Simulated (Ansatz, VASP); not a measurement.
**One calculation of MgO, two programs**

```
Mg O
1.0
     3.28053    0.00000    0.00000
    -1.64026    2.84102    0.00000
     0.00000    0.00000   10.51390
Mg O
4 4
Direct
  0.29980 0.66667 0.96949
  0.02338 0.00000 0.22082
  0.97662 0.00000 0.72082
  0.70020 0.33333 0.46949
  0.30804 0.66667 0.78004
  0.03067 0.00000 0.52964
  0.96933 0.00000 0.02964
  0.69196 0.33333 0.28004
```

Change from the starting cell: mode 4 frozen in at -0.110 Å and mode 5 at +0.000 Å (largest displacements).

Alike in both runs: task single point; functional PBE; k mesh 9 × 9 × 2; occupations gaussian, width 0.05 eV; no spin polarisation.

|  | VASP | Ansatz |
| --- | --- | --- |
| version | VASP 6.6.1 | Ansatz 0.2.0 |
| potentials or method | VASP PAW PBE potentials, release 64 (Mg, O), cutoff 520 eV | scalar-relativistic, plane waves, PAW |
| valence electrons in the cell | 32 | 64 |

```csv
,VASP,Ansatz,Ansatz less VASP
gap on the k mesh at the Fermi level (eV),3.40,3.42,+0.019
least direct gap on the mesh (eV),3.40,3.42,+0.019
pressure (GPa),-0.5,-0.1,+0.43
"traceless stress, the component that is largest in VASP (GPa)",-1.08,-1.06,+0.014
rms of the force components (eV/Å),0.055,0.055,-0.0009
```

Atom by atom the forces differ by 0.001 eV/Å (rms over components). With one functional, cell and mesh, what is left measures potentials, basis and numerics. VASP's potentials hold 32 valence electrons a cell and Ansatz's 64, so a difference there can come from the potentials and not from the codes.
